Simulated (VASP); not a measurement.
Wanted: the native input for a VASP 6.6.1 run.

* Task: relaxation of cell and atoms
* Functional: PBE
* Potentials or basis: VASP PAW PBE potentials, release 64 (Sc_sv, Os)
* Cutoff: 600 eV
* k mesh: 4 × 4 × 4
* Occupations: gaussian, width 0.1 eV
* Spin: no spin polarisation
* Dipole correction: no
* Further INCAR settings: ALGO = Normal; EDIFF = 1e-07; IBRION = 2; EDIFFG = -0.04; NSW = 90; ISIF = 3

The structure of ScOs3 lies in POSCAR:

```
ScOs3
1.0
    4.9705114087      0.0000000000      0.0000000000
    0.0000000000      4.9705114087      0.0000000000
    0.0000000000      0.0000000000      4.9705114087
Sc Os
2 6
Direct
    0.0000000000      0.0000000000      0.0000000000
    0.5000000000      0.5000000000      0.5000000000
    0.0000000000      0.5000000000      0.2500000000
    0.0000000000      0.5000000000      0.7500000000
    0.2500000000      0.0000000000      0.5000000000
    0.7500000000      0.0000000000      0.5000000000
    0.5000000000      0.7500000000      0.0000000000
    0.5000000000      0.2500000000      0.0000000000
```

The input as run:

INCAR

```
SYSTEM = ScOs3
  PREC = Accurate
  ENCUT = 600
  EDIFF = 1E-7
  ISMEAR = 0
  SIGMA = 0.1
  LREAL = .FALSE.
  LASPH = .TRUE.
  NELM = 120
  ALGO = Normal
  ISIF = 3
  LWAVE = .FALSE.
  LCHARG = .FALSE.
  GGA = PE
  IBRION = 2
  NSW = 90
  EDIFFG = -0.04
  GGA_COMPAT = .FALSE.
  NELMIN = 4
```

KPOINTS

```
Automatic mesh
0
G
  4 4 4
  0 0 0
```

Potentials or basis: VASP PAW PBE potentials, release 64 (Sc_sv, Os).

Launch:

```bash
$ cat potpaw_PBE.64/Sc_sv/POTCAR potpaw_PBE.64/Os/POTCAR > POTCAR
$ mpirun -np 1 vasp_std > vasp.out
```

Results of the run:

| Property | Result |
| --- | --- |
| Relaxed volume | 15.83 Å³/atom |
| Relaxed cell | a = 5.021 Å, b = 5.021 Å, c = 5.021 Å, α = 90.00°, β = 90.00°, γ = 90.00° |
| Space group after relaxing (to 0.05 Å) | Pm-3n (No. 223) |
| Energy gained by relaxing | 11.0 meV/atom |
| Ionic steps | 3 |
| Pressure after relaxing | -0.2 GPa |
| Band gap on the k mesh | zero (band 35 reaches 7.95 eV, above the bottom of band 36 at 6.99 eV) |

Caveat: spin-orbit coupling is left out, which moves the levels of the heavy elements.

Run time: 2.7 min on 1 thread of Intel(R) Xeon(R) Platinum 8488C (Sapphire Rapids), on a shared host, peak memory 0.27 GiB.
